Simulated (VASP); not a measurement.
# Mg (P6_3/mmc) in VASP: settings compared, part 2 of 3

VASP 6.6.1. Earlier steps stand in the parts before.

## Step 3: Single point, PBE

This run uses another cell than the first one, of 24.17 Å³/atom, 1.020 times its volume.

The input, INCAR:

```
ALGO = Fast
EDIFF = 1E-6
ENCUT = 520
GGA = PE
ISIF = 2
ISMEAR = -1
LASPH = True
LCHARG = False
LREAL = False
LWAVE = False
NBANDS = 9
NELM = 60
PREC = Accurate
SIGMA = 0.05
```

The input, KPOINTS:

```
k-points
0
Gamma
  8 8 4
```

The input, POSCAR:

```
Mg
1.0
    3.2093000000      0.0000000000      0.0000000000
   -1.6046500000      2.7793353284      0.0000000000
    0.0000000000      0.0000000000      5.4187120000
Mg
2
Direct
    0.6666666667      0.3333333333      0.7500000000
    0.3333333333      0.6666666667      0.2500000000
```

Potentials or basis: VASP PAW PBE potentials, release 64 (Mg).

On the command line:

```
$ cat potpaw_PBE.64/Mg/POTCAR > POTCAR
$ mpirun -np 1 vasp_std > vasp.out
```

OUTCAR:

```text
EDIFF = 1E-6
   ENCUT = 520
   GGA = PE
   ISIF = 2
   ISMEAR = -1
   LASPH = True
   LREAL = False
   NELM = 60
   PREC = Accurate

 ion  position               nearest neighbor table
   1  0.667  0.333  0.750-   2 3.28   2 3.28   2 3.28   2 3.28   2 3.28   2 3.28
   2  0.333  0.667  0.250-   1 3.28   1 3.28   1 3.28   1 3.28   1 3.28   1 3.28

  LATTYP: Found a hexagonal cell.
 ALAT       =     3.2093000000
 C/A-ratio  =     1.6884404699

  Lattice vectors:

 A1 = (   3.2093000000,   0.0000000000,   0.0000000000)
 A2 = (  -1.6046500000,   2.7793353284,   0.0000000000)
 A3 = (   0.0000000000,   0.0000000000,   5.4187120000)

Analysis of symmetry for initial positions (statically):
=====================================================================
 Subroutine PRICEL returns:
 Original cell was already a primitive cell.

 Routine SETGRP: Setting up the symmetry group for a
 hexagonal supercell.

 Subroutine GETGRP returns: Found 24 space group operations
 (whereof 12 operations were pure point group operations)
 out of a pool of 24 trial point group operations.

The static configuration has the point symmetry D_3d.
 The point group associated with its full space group is D_6h.

Analysis of symmetry for dynamics (positions and initial velocities):
=====================================================================
 Subroutine PRICEL returns:
 Original cell was already a primitive cell.

 Routine SETGRP: Setting up the symmetry group for a
 hexagonal supercell.

 Subroutine GETGRP returns: Found 24 space group operations
 (whereof 12 operations were pure point group operations)
 out of a pool of 24 trial point group operations.

The dynamic configuration has the point symmetry D_3d.
 The point group associated with its full space group is D_6h.

 Subroutine INISYM returns: Found 24 space group operations
 (whereof 12 operations are pure point group operations),
 and found     1 'primitive' translations

----------------------------------------------------------------------------------------

                                     Primitive cell

  volume of cell :      48.3334

  direct lattice vectors                    reciprocal lattice vectors
     3.209300000  0.000000000  0.000000000     0.311594429  0.179899127  0.000000000
    -1.604650000  2.779335328  0.000000000     0.000000000  0.359798255  0.000000000
     0.000000000  0.000000000  5.418712000     0.000000000  0.000000000  0.184545700

  length of vectors
     3.209300000  3.209300000  5.418712000     0.359798255  0.359798255  0.184545700

  position of ions in fractional coordinates (direct lattice)
     0.666666667  0.333333333  0.750000000
     0.333333333  0.666666667  0.250000000

  ion indices of the primitive-cell ions
   primitive index   ion index
                 1           1
                 2           2

----------------------------------------------------------------------------------------

 KPOINTS: k-points

Automatic generation of k-mesh.
 Grid dimensions read from file:
[... 22 lines left out ...]
  0.000000  0.000000  0.000000      1.000000
  0.125000 -0.000000  0.000000      6.000000
  0.250000 -0.000000  0.000000      6.000000
  0.375000 -0.000000  0.000000      6.000000
  0.500000 -0.000000  0.000000      3.000000
  0.125000  0.125000  0.000000      6.000000
[... 16 lines left out ...]
  0.250000 -0.000000  0.500000      6.000000
  0.375000 -0.000000  0.500000      6.000000
 [... further k-points ...]
   k-points           NKPTS =     30   k-points in BZ     NKDIM =     30   number of bands    NBANDS=      9
   number of dos      NEDOS =    301   number of ions     NIONS =      2
   total plane-waves  NPLWV =  23040
   dimension x,y,z NGX =    24 NGY =   24 NGZ =   40
   dimension x,y,z NGXF=    48 NGYF=   48 NGZF=   80
   ions per type =               2
   NGX,Y,Z   is equivalent  to a cutoff of  12.43, 12.43, 12.27 a.u.
   NGXF,Y,Z  is equivalent  to a cutoff of  24.86, 24.86, 24.54 a.u.
 SYSTEM =  unknown system
   PREC   = accura    normal or accurate (medium, high low for compatibility)
   ISTART =      0    job   : 0-new  1-cont  2-samecut
   ICHARG =      2    charge: 1-file 2-atom 10-const
   ISPIN  =      1    spin polarized calculation?
   LNONCOLLINEAR =      F non collinear calculations
   LSORBIT =      F    spin-orbit coupling
   LASPH  =      T    aspherical Exc in radial PAW
   ENCUT  =  520.0 eV  38.22 Ry    6.18 a.u.   5.97  5.97 10.08*2*pi/ulx,y,z
   NELM   =     60;   NELMIN=  2; NELMDL= -5     # of ELM steps
   EDIFF  = 0.1E-05   stopping-criterion for ELM
   LREAL  =      F    real-space projection
   EDIFFG = 0.1E-04   stopping-criterion for IOM
   NSW    =      0    number of steps for IOM
   IBRION =     -1    ionic relax: 0-MD 1-quasi-New 2-CG
   NFREE  =      0    steps in history (QN), initial steepest desc. (CG)
   ISIF   =      2    stress and relaxation
   ISYM   =      2    0-nonsym 1-usesym 2-fastsym
   POTIM  = 0.5000    time-step for ionic-motion
   TEBEG  =    0.0;   TEEND  =   0.0 temperature during run
   PSTRESS=    0.0 pullay stress
   NELECT =       4.0000    total number of electrons
   NUPDOWN=      -1.0000    fix difference up-down
   EMIN   =  10.00;   EMAX   =-10.00  energy-range for DOS
   EFERMI =   0.00;   METHOD = LEGACY
   ISMEAR =    -1;   SIGMA  =   0.05  broadening in eV -4-tet -1-fermi 0-gaus
   EFERMI_NEDOS =   21; number of points for ismear=-14 and -15
   IALGO  =     68    algorithm
   IMIX   =      4    mixing-type and parameters
     AMIX     =   0.40;   BMIX     =  1.00
     AMIX_MAG =   1.60;   BMIX_MAG =  1.00
  volume/ion in A,a.u.               =      24.17       163.08
  Fermi-wavevector in a.u.,A,eV,Ry     =   0.713421  1.348170  6.924945  0.508969
  Thomas-Fermi vector in A             =   1.801054
   LORBIT       =      0    0 simple, 1 ext, 2 COOP (PROOUT), +10 PAW based schemes
   GGA     = PE    functional components
   LHFCALC =     F    Hartree Fock is set to
   AEXX    =    0.0000 exact exchange contribution
   IVDW    =     0    specifies the selected vdW correction
   LEPSILON=     F    determine dielectric tensor
   LRPA    =     F    only Hartree local field effects (RPA)
 non-spin polarized calculation
 RMM-DIIS sequential band-by-band and
  energy-cutoff  :      520.00
  volume of cell :       48.33
 maximum number of plane-waves:      1319
 NGX is ok and might be reduce to    24
   NGX = 11   NGY = 11   NGZ = 21

 number of electron       4.0000000 magnetization

 Free energy of the ion-electron system (eV)
  ---------------------------------------------------
  ext. energy  EPLUGINS =         0.00000000
  ---------------------------------------------------
  free energy    TOTEN  =        -3.01447027 eV

  energy without entropy =       -3.01244547  energy(sigma->0) =       -3.01345787

 E-fermi :   2.3049     XC(G=0):  -8.3331

 val. band max:        2.1918345761   @ k =   0.3750   0.2500   0.5000
 cond. band min:       2.5605654681   @ k =   0.2500   0.1250   0.0000
 fundamental gap:      0.3687308919
 Fermi energy:         2.3049281874

 k-point     1 :       0.0000    0.0000    0.0000
  band No.  band energies     occupation
      1      -4.3419      2.00000
      2       0.5895      2.00000
      3       0.7756      2.00000
      4      13.4199      0.00000
      5      13.4199      0.00000
      6      13.5259      0.00000
      7      13.5259      0.00000
      8      13.5649      0.00000
      9      15.2567      0.00000
[... 265 lines left out ...]
 k-point    24 :       0.3750   -0.0000    0.5000
  band No.  band energies     occupation
      1      -0.3917      2.00000
      2      -0.3917      2.00000
      3       4.2661      0.00000
      4       4.2661      0.00000
      5       9.1061      0.00000
      6       9.1061      0.00000
      7      10.7110      0.00000
      8      10.7110      0.00000
      9      11.7747      0.00000

 [... further k-points ...]

------------------------ aborting loop because EDIFF is reached ----------------------------------------

  FORCE on cell =-STRESS in cart. coord.  units (eV):
  Direction    XX          YY          ZZ          XY          YZ          ZX
  --------------------------------------------------------------------------------------
  -------------------------------------------------------------------------------------
  Total       -0.3241319     -0.3241319     -1.0137242      0.0000000     -0.0000000      0.0000000
  in kB      -10.7444718    -10.7444718    -33.6033879      0.0000000     -0.0000000      0.0000000
  external PRESSURE =     -18.3641105 kB  Pullay stress =       0.0000000 kB

 VOLUME and BASIS-vectors are now :
 -----------------------------------------------------------------------------
  energy-cutoff  :      520.00
  volume of cell :       48.33
      direct lattice vectors                 reciprocal lattice vectors
     3.209300000  0.000000000  0.000000000     0.311594429  0.179899127  0.000000000
    -1.604650000  2.779335328  0.000000000     0.000000000  0.359798255  0.000000000
     0.000000000  0.000000000  5.418712000     0.000000000  0.000000000  0.184545700

 POSITION                                       TOTAL-FORCE (eV/Angst)
 -----------------------------------------------------------------------------------
      1.60465      0.92645      4.06403         0.000000      0.000000      0.000000
     -0.00000      1.85289      1.35468         0.000000      0.000000      0.000000
 -----------------------------------------------------------------------------------
    total drift:                               -0.000000      0.000000     -0.000000

  FREE ENERGIE OF THE ION-ELECTRON SYSTEM (eV)
  ---------------------------------------------------
  free  energy   TOTEN  =        -3.0144702704 eV

  energy  without entropy=       -3.0124454748  energy(sigma->0) =       -3.01345787
```

OSZICAR:

```text
N       E                     dE             d eps       ncg     rms          rms(c)
DAV:   1    -0.497884660908E+00   -0.49788E+00   -0.12958E+03   540   0.317E+02
DAV:   2    -0.299745825767E+01   -0.24996E+01   -0.24522E+01   718   0.256E+01
DAV:   3    -0.302719357483E+01   -0.29735E-01   -0.29688E-01   758   0.244E+00
DAV:   4    -0.302727222254E+01   -0.78648E-04   -0.78647E-04   670   0.124E-01
DAV:   5    -0.302727260992E+01   -0.38738E-06   -0.38735E-06   674   0.856E-03    0.978E-01
RMM:   6    -0.302184110187E+01    0.54315E-02   -0.65639E-04   547   0.211E-01    0.627E-01
RMM:   7    -0.301445028971E+01    0.73908E-02   -0.26531E-03   559   0.395E-01    0.342E-02
RMM:   8    -0.301447079065E+01   -0.20501E-04   -0.95043E-05   588   0.742E-02    0.839E-03
RMM:   9    -0.301447027044E+01    0.52022E-06   -0.82712E-06   618   0.185E-02
   1 F= -.30144703E+01 E0= -.30134579E+01  d E =-.202480E-02
```

stdout:

```text
POSCAR found type information on POSCAR Mg
 POSCAR found :  1 types and       2 ions
 scaLAPACK will be used
 LDA part: xc-table for (Slater+PW92), standard interpolation
 POSCAR, INCAR and KPOINTS ok, starting setup
 FFT: planning ... GRIDC
 FFT: planning ... GRID_SOFT
 FFT: planning ... GRID
 WAVECAR not read
 entering main loop
```

It took 6.2 s on 1 thread of Intel Xeon Platinum 8559C (Emerald Rapids), shared host; peak memory 0.15 GiB.

Results:

| Quantity | Value |
| --- | --- |
| Free energy | -3.0145 eV |
| Pressure | -1.8 GPa |
| Band gap on the k mesh | zero (band 2 reaches 3.43 eV, above the bottom of band 3 at 0.78 eV) |

Stress tensor (GPa, compression positive):
```
-1.07  0.00  0.00
 0.00 -1.07  0.00
 0.00  0.00 -3.36
```

(Continued in part 3 of 3.)
